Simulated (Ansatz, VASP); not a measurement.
## PbS in VASP and in Ansatz

Contents of INCAR:

```
ALGO = Normal ; EDIFF = 1E-6
ENCUT = 520 ; GGA = RP
ISIF = 2 ; ISMEAR = -1
LASPH = True ; LCHARG = False
LREAL = False ; LWAVE = False
NBANDS = 28 ; NELM = 100
PREC = Accurate ; SIGMA = 0.05
```

File KPOINTS:

```
k-points
0
Gamma
  7 7 6
```

POSCAR

```
PbS
1.0
    2.0937276176     -6.0309754840      0.0000000000
    2.0937276176      6.0309754840      0.0000000000
    0.0000000000      0.0000000000      4.3076616397
Pb S
2 2
Direct
    0.1305633500      0.8694366500      0.2500000000
    0.8694366500      0.1305633500      0.7500000000
    0.3547970900      0.6452029100      0.2500000000
    0.6452029100      0.3547970900      0.7500000000
```

The input input.yaml:

```yaml
crystal:
  lattice:
    - [2.0937276176, -6.030975484, 0.0]
    - [2.0937276176, 6.030975484, 0.0]
    - [0.0, 0.0, 4.3076616397]
  atoms:
    - { symbol: Pb, position: [0.13056335, 0.86943665, 0.25] }
    - { symbol: Pb, position: [0.86943665, 0.13056335, 0.75] }
    - { symbol: S, position: [0.35479709, 0.64520291, 0.25] }
    - { symbol: S, position: [0.64520291, 0.35479709, 0.75] }
hamiltonian:
  xc: rpbe
  pseudopotentials: { kind: paw }
kpoints:
  mp_grid: { grid: [7, 7, 6] }
scf:
  occupations: { method: fermi_dirac, width: 0.05 }
output:
  forces: true
  stress: true
  eigenvalues: true
  write_density: true
  write_potential: true
  elf: true
  volumetric_format: npy
```

Alike in both runs: task single point; functional RPBE; k mesh 7 × 7 × 6; occupations fermi-dirac, width 0.05 eV; no spin polarisation.

```csv
,VASP,Ansatz
version,VASP 6.6.1,Ansatz 0.2.0
potentials or method,"VASP PAW PBE potentials, release 64 (Pb_d, S)",Ansatz PAW
plane-wave cutoff (eV),520,420
valence electrons in the cell,40,40
```

VASP gave:

| Property | Result |
| --- | --- |
| gap on the k mesh at the Fermi level (eV) | 1.38 |
| least direct gap on the mesh (eV) | 1.52 |
| pressure (GPa) | 1.8 |
| traceless stress, the component that is largest in VASP (GPa) | 0.25 |
| rms of the force components (eV/Å) | 0.026 |

Task: Estimate Ansatz's values.

Result: gap on the k mesh at the Fermi level (eV): 1.38; least direct gap on the mesh (eV): 1.52; pressure (GPa): 1.9; traceless stress, the component that is largest in VASP (GPa): 0.27; rms of the force components (eV/Å): 0.025.

VASP's potentials were made for PBE, not for RPBE. Atom by atom the forces differ by 0.003 eV/Å (rms over components).

Spin-orbit coupling is off throughout. Noted on Ansatz's run: odd divisions of the mesh miss points on the zone boundary, where band edges often lie, so the gap on the mesh can be too wide.
